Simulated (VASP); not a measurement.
Here is a VASP 6.6.1 calculation.

File POSCAR:

```
Ni
1.0
    2.6857546775      0.0000000000      0.0000000000
   -1.3428773387      2.3259317790      0.0000000000
    0.0000000000      0.0000000000      7.3148603004
Ni
4
Direct
    0.0000000000      0.0000000000      0.2500000000
    0.0000000000      0.0000000000      0.7500000000
    0.3333333333      0.6666666667      0.7500000000
    0.6666666667      0.3333333333      0.2500000000
```

INCAR.step1

```
SYSTEM = Ni
ALGO     = Normal         ! electronic algorithm
EDIFF    = 1E-4           ! SCF threshold, eV
ENCUT    = 600            ! plane-wave cutoff, eV
GGA      = PE             ! functional
ISMEAR   = 0              ! smearing method
ISPIN    = 2              ! spin polarisation
LASPH    = .True.         ! aspherical terms in the spheres
LCHARG   = .False.        ! write CHGCAR
LMAXMIX  = 4              ! l up to which the mixer works
LREAL    = .False.        ! projectors in reciprocal space
LWAVE    = .True.         ! write WAVECAR
MAGMOM   = 0.53 0.53 0.53 0.53 ! initial moments
NELM     = 150            ! most SCF steps
PREC     = Accurate       ! precision mode
SIGMA    = 0.1            ! smearing width, eV
```

The input INCAR.step2:

```
SYSTEM = Ni
ALGO     = Normal         ! electronic algorithm
EDIFF    = 1E-7           ! SCF threshold, eV
EDIFFG   = -0.04          ! ionic threshold
ENCUT    = 600            ! plane-wave cutoff, eV
IBRION   = 2              ! ionic algorithm
ISIF     = 3              ! what is computed and relaxed
ISMEAR   = 0              ! smearing method
ISPIN    = 2              ! spin polarisation
ISTART   = 1            
LASPH    = .True.         ! aspherical terms in the spheres
LCHARG   = .False.        ! write CHGCAR
LMAXMIX  = 4              ! l up to which the mixer works
LMIXTAU  = .True.       
LORBIT   = 11             ! projections on sites
LREAL    = .False.        ! projectors in reciprocal space
LWAVE    = .False.        ! write WAVECAR
MAGMOM   = 0.53 0.53 0.53 0.53 ! initial moments
METAGGA  = R2SCAN         ! meta-GGA
NELM     = 150            ! most SCF steps
NSW      = 90             ! ionic steps
PREC     = Accurate       ! precision mode
SIGMA    = 0.1            ! smearing width, eV
```

The input KPOINTS:

```
k-points
0
Gamma
  9 9 4
  0 0 0
```

Potentials or basis: VASP PAW PBE potentials, release 64 (Ni).

Run with:

```console
$ cat potpaw_PBE.64/Ni/POTCAR > POTCAR
$ cp INCAR.step1 INCAR
$ mpirun -np 1 vasp_std > vasp.out
$ cp INCAR.step2 INCAR
$ mpirun -np 1 vasp_std > vasp.out
```

Question: Predict the relaxed cell.

Answer: a = 3.796 Å, b = 3.796 Å, c = 4.286 Å, α = 90.00°, β = 90.00°, γ = 120.00°.

Question: What does it give for the band gap on the k mesh?

Answer: Zero (filled and empty bands overlap).

Question: What does it give for the net moment?

Answer: 0.00 μB per cell.

Final structure:
```yaml
crystal:
  lattice:
    - [3.79640, 0.00000, 0.00000]
    - [-1.89820, 3.28778, 0.00000]
    - [0.00000, 0.00000, 4.28576]
  atoms:
    - { symbol: Ni, position: [0.00000, 0.00000, 0.25000] }
    - { symbol: Ni, position: [0.00000, 0.00000, 0.75000] }
    - { symbol: Ni, position: [0.33333, 0.66667, 0.75000] }
    - { symbol: Ni, position: [0.66667, 0.33333, 0.25000] }
```

Caveat: the moments typed at the start vanished in this run.
